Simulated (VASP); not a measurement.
A run of VASP 6.6.1:

INCAR

```
PREC     = Accurate       # precision mode
ENCUT    = 600            # plane-wave cutoff, eV
EDIFF    = 1E-7           # SCF threshold, eV
ISMEAR   = 0              # smearing method
SIGMA    = 0.1            # smearing width, eV
LREAL    = F              # projectors in reciprocal space
LASPH    = T              # aspherical terms in the spheres
NELM     = 80             # most SCF steps
ALGO     = Normal         # electronic algorithm
ISIF     = 3              # what is computed and relaxed
LWAVE    = F              # write WAVECAR
LCHARG   = F              # write CHGCAR
GGA      = PE             # functional
IBRION   = 2              # ionic algorithm
NSW      = 90             # ionic steps
EDIFFG   = -0.04          # ionic threshold
```

Contents of KPOINTS:

```
Automatic mesh
0
Gamma
  6 6 6
```

File POSCAR:

```
Os2N
1.0
    0.0000000000      3.2386686972      3.2386686972
    3.2386686972      0.0000000000      3.2386686972
    3.2386686972      3.2386686972      0.0000000000
Os N
4 2
Direct
    0.6250000000      0.6250000000      0.6250000000
    0.1250000000      0.6250000000      0.6250000000
    0.6250000000      0.6250000000      0.1250000000
    0.6250000000      0.1250000000      0.6250000000
    0.0000000000      0.0000000000      0.0000000000
    0.2500000000      0.2500000000      0.2500000000
```

Potentials or basis: VASP PAW PBE potentials, release 64 (Os, N).

Launch:

```console
$ cat potpaw_PBE.64/Os/POTCAR potpaw_PBE.64/N/POTCAR > POTCAR
$ mpirun -np 1 vasp_std > vasp.out
```

Hardware: 1 thread of Intel(R) Xeon(R) 6975P-C (Granite Rapids), on a shared host.

Task: How long does it take, and how much memory?

Result: It took 5.3 min on 1 thread of Intel(R) Xeon(R) 6975P-C (Granite Rapids), with other jobs on the host, peak memory 0.26 GiB. Counts: scf iterations 164, k points 16, ion steps 8.
